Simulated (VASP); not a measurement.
# YCl2 (Ibam) in VASP: single point with r2SCAN

Aim: the single point of YCl2 with r2SCAN.

Program: VASP 6.6.1. These are calculated values, not measurements. Logs are shortened: lines on timing, memory, paths and dates and some standing lists are left out, and cuts for length are marked.

**1. The cell of the first run**

The structure is orthorhombic, space group Ibam (No. 72). Conventional cell: a = 5.874 Å, b = 10.900 Å, c = 5.810 Å, α = 90.00°, β = 90.00°, γ = 90.00°. Within 3.0 Å of Cl (site symmetry m) lie 2 Y at 2.25 Å. Within 3.0 Å of Y (site symmetry 222) lie 4 Cl at 2.25 Å and 2 Y at 2.90 Å.

**2. Single point, r2SCAN**

Input file POSCAR:

```
YCl2
1.0
    0.0000000000      0.0000000000      5.8097190000
    5.8741850000      0.0000000000      0.0000000000
    2.9370930000      5.4501550000     -2.9048600000
Cl Y
4 2
Direct
    0.1117100000      0.0952900000      0.2234200000
    0.8882900000      0.9047100000      0.7765800000
    0.3882900000      0.3187100000      0.7765800000
    0.6117100000      0.6812900000      0.2234200000
    0.2500000000      0.0000000000      0.0000000000
    0.7500000000      0.0000000000      0.0000000000
```

Input file INCAR.step1:

```
SYSTEM = YCl2
PREC     = Accurate       ! precision mode
ENCUT    = 520            ! plane-wave cutoff, eV
ISMEAR   = -1             ! smearing method
SIGMA    = 0.1            ! smearing width, eV
LREAL    = .FALSE.        ! projectors in reciprocal space
LASPH    = .TRUE.         ! aspherical terms in the spheres
NELM     = 100            ! most SCF steps
NBANDS   = 34             ! bands
GGA      = PE             ! functional
ALGO     = Normal         ! electronic algorithm
EDIFF    = 1E-4           ! SCF threshold, eV
LWAVE    = .TRUE.         ! write WAVECAR
LCHARG   = .FALSE.        ! write CHGCAR
```

Input file INCAR.step2:

```
SYSTEM = YCl2
PREC     = Accurate       ! precision mode
ENCUT    = 520            ! plane-wave cutoff, eV
EDIFF    = 1E-6           ! SCF threshold, eV
ISMEAR   = -1             ! smearing method
SIGMA    = 0.1            ! smearing width, eV
LREAL    = .FALSE.        ! projectors in reciprocal space
LASPH    = .TRUE.         ! aspherical terms in the spheres
NELM     = 100            ! most SCF steps
ALGO     = Normal         ! electronic algorithm
ISIF     = 2              ! what is computed and relaxed
LWAVE    = .FALSE.        ! write WAVECAR
LCHARG   = .FALSE.        ! write CHGCAR
METAGGA  = R2SCAN         ! meta-GGA
LMIXTAU  = .TRUE.       
NBANDS   = 34             ! bands
ISTART   = 1
```

Input file KPOINTS:

```
Automatic mesh
0
G
  7 7 7
  0 0 0
```

Potentials or basis: VASP PAW PBE potentials, release 64 (Cl, Y_sv).

Launch:

```sh
$ cat potpaw_PBE.64/Cl/POTCAR potpaw_PBE.64/Y_sv/POTCAR > POTCAR
$ cp INCAR.step1 INCAR
$ mpirun -np 1 vasp_std > vasp.out
$ cp INCAR.step2 INCAR
$ mpirun -np 1 vasp_std > vasp.out
```

OUTCAR:

```text
SYSTEM = YCl2
   PREC = Accurate
   ENCUT = 520
   EDIFF = 1E-6
   ISMEAR = -1
   LREAL = .FALSE.
   LASPH = .TRUE.
   NELM = 100
   ISIF = 2
   METAGGA = R2SCAN
   ISTART = 1

 ion  position               nearest neighbor table
   1  0.112  0.095  0.223-   6 2.25   5 2.25
   2  0.888  0.905  0.777-   5 2.25   6 2.25
   3  0.388  0.319  0.777-   6 2.25   5 2.25
   4  0.612  0.681  0.223-   5 2.25   6 2.25
   5  0.250  0.000  0.000-   4 2.25   2 2.25   3 2.25   1 2.25   6 2.90   6 2.90
   6  0.750  0.000  0.000-   3 2.25   1 2.25   4 2.25   2 2.25   5 2.90   5 2.90

  LATTYP: Found a body centered orthorhombic cell.
 ALAT       =     5.8097190000
 B/A-ratio  =     1.0110962337
 C/A-ratio  =     1.8762198309

  Lattice vectors:

 A1 = (   2.9370920000,  -5.4501550000,   2.9048600000)
 A2 = (  -2.9370930000,  -5.4501550000,  -2.9048590000)
 A3 = (   2.9370930000,   5.4501550000,  -2.9048600000)

Analysis of symmetry for initial positions (statically):
=====================================================================
 Subroutine PRICEL returns:
 Original cell was already a primitive cell.

 Routine SETGRP: Setting up the symmetry group for a
 body centered orthorhombic supercell.

 Subroutine GETGRP returns: Found  8 space group operations
 (whereof  4 operations were pure point group operations)
 out of a pool of  8 trial point group operations.

The static configuration has the point symmetry C_2h.
 The point group associated with its full space group is D_2h.

Analysis of symmetry for dynamics (positions and initial velocities):
=====================================================================
 Subroutine PRICEL returns:
 Original cell was already a primitive cell.

 Routine SETGRP: Setting up the symmetry group for a
 body centered orthorhombic supercell.

 Subroutine GETGRP returns: Found  8 space group operations
 (whereof  4 operations were pure point group operations)
 out of a pool of  8 trial point group operations.

The dynamic configuration has the point symmetry C_2h.
 The point group associated with its full space group is D_2h.

 Subroutine INISYM returns: Found  8 space group operations
 (whereof  4 operations are pure point group operations),
 and found     1 'primitive' translations

----------------------------------------------------------------------------------------

                                     Primitive cell

  volume of cell :     185.9994

  direct lattice vectors                    reciprocal lattice vectors
     0.000000000  0.000000000  5.809719000     0.000000000  0.091740526  0.172125364
     5.874185000  0.000000000  0.000000000     0.170236382 -0.091740526  0.000000000
     2.937093000  5.450155000 -2.904860000     0.000000000  0.183481020  0.000000000

  length of vectors
     5.809719000  5.874185000  6.838780332     0.195047341  0.193382392  0.183481020

  position of ions in fractional coordinates (direct lattice)
     0.111710000  0.095290000  0.223420000
     0.888290000  0.904710000  0.776580000
     0.388290000  0.318710000  0.776580000
     0.611710000  0.681290000  0.223420000
     0.250000000  0.000000000  0.000000000
     0.750000000  0.000000000  0.000000000

  ion indices of the primitive-cell ions
   primitive index   ion index
                 1           1
                 2           2
                 3           3
                 4           4
                 5           5
                 6           6

----------------------------------------------------------------------------------------

 KPOINTS: Automatic mesh

Automatic generation of k-mesh.
 Grid dimensions read from file:
 generate k-points for:    7    7    7

 Generating k-lattice:

  Cartesian coordinates                     Fractional coordinates (reciprocal lattice)
     0.000000000  0.013105789  0.024589338     0.142857143  0.000000000 -0.000000000
     0.024319483 -0.013105789  0.000000000     0.000000000  0.142857143 -0.000000000
     0.000000000  0.026211574  0.000000000     0.000000000  0.000000000  0.142857143

  Length of vectors
     0.027863906  0.027626056  0.026211574

  Shift w.r.t. Gamma in fractional coordinates (k-lattice)
     0.000000000  0.000000000  0.000000000

 Subroutine IBZKPT returns following result:
 ===========================================

 Found     64 irreducible k-points:

 Following reciprocal coordinates:
            Coordinates               Weight
  0.000000  0.000000  0.000000      1.000000
  0.142857  0.000000  0.000000      4.000000
  0.285714  0.000000  0.000000      4.000000
  0.428571  0.000000  0.000000      4.000000
  0.000000  0.142857  0.000000      4.000000
  0.142857  0.142857  0.000000      4.000000
[... 16 lines left out ...]
 -0.428571  0.428571  0.000000      8.000000
 -0.285714  0.428571  0.000000      8.000000
 [... further k-points ...]
   k-points           NKPTS =     64   k-points in BZ     NKDIM =     64   number of bands    NBANDS=     34
   number of dos      NEDOS =    301   number of ions     NIONS =      6
   total plane-waves  NPLWV = 124416
   dimension x,y,z NGX =    48 NGY =   48 NGZ =   54
   dimension x,y,z NGXF=    96 NGYF=   96 NGZF=  108
   ions per type =               4   2
   NGX,Y,Z   is equivalent  to a cutoff of  13.74, 13.58, 13.13 a.u.
   NGXF,Y,Z  is equivalent  to a cutoff of  27.47, 27.17, 26.25 a.u.
 SYSTEM =  YCl2
   PREC   = accura    normal or accurate (medium, high low for compatibility)
   ISTART =      1    job   : 0-new  1-cont  2-samecut
   ICHARG =      0    charge: 1-file 2-atom 10-const
   ISPIN  =      1    spin polarized calculation?
   LNONCOLLINEAR =      F non collinear calculations
   LSORBIT =      F    spin-orbit coupling
   LASPH  =      T    aspherical Exc in radial PAW
   ENCUT  =  520.0 eV  38.22 Ry    6.18 a.u.  10.80 10.92 12.72*2*pi/ulx,y,z
   NELM   =    100;   NELMIN=  2; NELMDL=  0     # of ELM steps
   EDIFF  = 0.1E-05   stopping-criterion for ELM
   LREAL  =      F    real-space projection
   EDIFFG = 0.1E-04   stopping-criterion for IOM
   NSW    =      0    number of steps for IOM
   IBRION =     -1    ionic relax: 0-MD 1-quasi-New 2-CG
   NFREE  =      0    steps in history (QN), initial steepest desc. (CG)
   ISIF   =      2    stress and relaxation
   ISYM   =      2    0-nonsym 1-usesym 2-fastsym
   POTIM  = 0.5000    time-step for ionic-motion
   TEBEG  =    0.0;   TEEND  =   0.0 temperature during run
   PSTRESS=    0.0 pullay stress
   NELECT =      50.0000    total number of electrons
   NUPDOWN=      -1.0000    fix difference up-down
   EMIN   =  10.00;   EMAX   =-10.00  energy-range for DOS
   EFERMI =   0.00;   METHOD = LEGACY
   ISMEAR =    -1;   SIGMA  =   0.10  broadening in eV -4-tet -1-fermi 0-gaus
   EFERMI_NEDOS =   21; number of points for ismear=-14 and -15
   IALGO  =     38    algorithm
   IMIX   =      4    mixing-type and parameters
     AMIX     =   0.40;   BMIX     =  1.00
     AMIX_MAG =   1.60;   BMIX_MAG =  1.00
  volume/ion in A,a.u.               =      31.00       209.20
  Fermi-wavevector in a.u.,A,eV,Ry     =   1.056560  1.996610 15.188452  1.116320
  Thomas-Fermi vector in A             =   2.191801
   LORBIT       =      0    0 simple, 1 ext, 2 COOP (PROOUT), +10 PAW based schemes
   METAGGA = R2SCAN    functional components
   LHFCALC =     F    Hartree Fock is set to
   AEXX    =    0.0000 exact exchange contribution
   IVDW    =     0    specifies the selected vdW correction
   LEPSILON=     F    determine dielectric tensor
   LRPA    =     F    only Hartree local field effects (RPA)
 non-spin polarized calculation
  energy-cutoff  :      520.00
  volume of cell :      186.00
 maximum number of plane-waves:      5032
 NGX is ok and might be reduce to    48
   NGX = 21   NGY = 21   NGZ = 25

 number of electron      50.0000000 magnetization

 Free energy of the ion-electron system (eV)
  ---------------------------------------------------
  ext. energy  EPLUGINS =         0.00000000
  ---------------------------------------------------
  free energy    TOTEN  =       -69.32486731 eV

  energy without entropy =      -69.22191194  energy(sigma->0) =      -69.27338963

 E-fermi :   3.8824     XC(G=0):  -7.9829

 val. band max:        3.8766241962   @ k =   0.1429  -0.1429   0.1429
 cond. band min:       3.8847085526   @ k =   0.0000   0.4286   0.0000
 fundamental gap:      0.0080843564
 Fermi energy:         3.8823755331

 k-point     1 :       0.0000    0.0000    0.0000
  band No.  band energies     occupation
      1     -41.0002      2.00000
      2     -40.6695      2.00000
      3     -22.6771      2.00000
      4     -21.4928      2.00000
      5     -21.4913      2.00000
      6     -20.5566      2.00000
[... 26 lines left out ...]
     33       7.1140      0.00000
     34       8.4537      0.00000

 k-point     2 :       0.1429    0.0000    0.0000
  band No.  band energies     occupation
      1     -40.9845      2.00000
      2     -40.6866      2.00000
      3     -22.5657      2.00000
      4     -21.4764      2.00000
      5     -21.4751      2.00000
      6     -20.5800      2.00000
[... 26 lines left out ...]
     33       7.3310      0.00000
     34       8.5038      0.00000

 k-point     3 :       0.2857    0.0000    0.0000
  band No.  band energies     occupation
      1     -40.9402      2.00000
      2     -40.7341      2.00000
      3     -22.2428      2.00000
      4     -21.4362      2.00000
      5     -21.4353      2.00000
      6     -20.6360      2.00000
[... 26 lines left out ...]
     33       7.4197      0.00000
     34       7.5239      0.00000
[... 704 lines left out ...]
 k-point    23 :      -0.4286    0.4286    0.0000
  band No.  band energies     occupation
      1     -40.8752      2.00000
      2     -40.8016      2.00000
      3     -21.7417      2.00000
      4     -21.4019      2.00000
      5     -21.4012      2.00000
      6     -21.1227      2.00000
[... 26 lines left out ...]
     33       6.8929      0.00000
     34       7.1027      0.00000

 k-point    24 :      -0.2857    0.4286    0.0000
  band No.  band energies     occupation
      1     -40.9402      2.00000
      2     -40.7341      2.00000
      3     -22.2424      2.00000
      4     -21.4404      2.00000
      5     -21.4373      2.00000
      6     -20.6370      2.00000
[... 26 lines left out ...]
     33       7.0084      0.00000
     34       7.4662      0.00000

 [... further k-points ...]

------------------------ aborting loop because EDIFF is reached ----------------------------------------

  FORCE on cell =-STRESS in cart. coord.  units (eV):
  Direction    XX          YY          ZZ          XY          YZ          ZX
  --------------------------------------------------------------------------------------
  -------------------------------------------------------------------------------------
  Total       26.6286184     26.4929253     43.8353778      0.0000024     -0.0000024     -0.0000000
  in kB      229.3758106    228.2069654    377.5928268      0.0000209     -0.0000209     -0.0000000
  external PRESSURE =     278.3918676 kB  Pullay stress =       0.0000000 kB

 VOLUME and BASIS-vectors are now :
 -----------------------------------------------------------------------------
  energy-cutoff  :      520.00
  volume of cell :      186.00
      direct lattice vectors                 reciprocal lattice vectors
     0.000000000  0.000000000  5.809719000     0.000000000  0.091740526  0.172125364
     5.874185000  0.000000000  0.000000000     0.170236382 -0.091740526  0.000000000
     2.937093000  5.450155000 -2.904860000     0.000000000  0.183481020  0.000000000

 POSITION                                       TOTAL-FORCE (eV/Angst)
 -----------------------------------------------------------------------------------
      1.21596      1.21767     -0.00000         5.616668      5.601560     -0.000001
      7.59532      4.23248      2.90486        -5.616668     -5.601560      0.000001
      4.15305      4.23248     -0.00000         5.616667     -5.601560      0.000001
      4.65823      1.21767      2.90486        -5.616667      5.601560     -0.000001
      0.00000      0.00000      1.45243         0.000000     -0.000000      0.000000
      0.00000      0.00000      4.35729        -0.000000     -0.000000      0.000000
 -----------------------------------------------------------------------------------
    total drift:                               -0.000000      0.000000      0.000000

  FREE ENERGIE OF THE ION-ELECTRON SYSTEM (eV)
  ---------------------------------------------------
  free  energy   TOTEN  =       -69.3248673147 eV

  energy  without entropy=      -69.2219119384  energy(sigma->0) =      -69.27338963
```

Run time: 34 min. Hardware: 1 thread of Intel Xeon 8259CL, shared host; peak memory 0.62 GiB.

What came out:

| Quantity | Value |
| --- | --- |
| Free energy | -69.3249 eV |
| Pressure | 27.8 GPa |
| Largest force | 7.932 eV/Å |
| Band gap on the k mesh | zero (bands 25 and 26 overlap by 0.35 eV) |

Forces on the atoms (eV/Å):
```
Cl   5.617  5.602  0.000
Cl  -5.617 -5.602  0.000
Cl   5.617 -5.602  0.000
Cl  -5.617  5.602  0.000
Y    0.000  0.000  0.000
Y    0.000  0.000  0.000
```

Levels at points of the mesh, in eV from the Fermi level:
| k point | band 23 | band 24 | band 25 | band 26 | band 27 | band 28 |
| --- | --- | --- | --- | --- | --- | --- |
| (0.00, 0.00, 0.00) | -6.61 | -6.11 | -0.70 | -0.04 | 0.36 | 0.46 |

Caveat: the stress differs along the axes, from 23 to 38 GPa; the PAW data sets were made with another functional, which shifts forces and pressure a little.
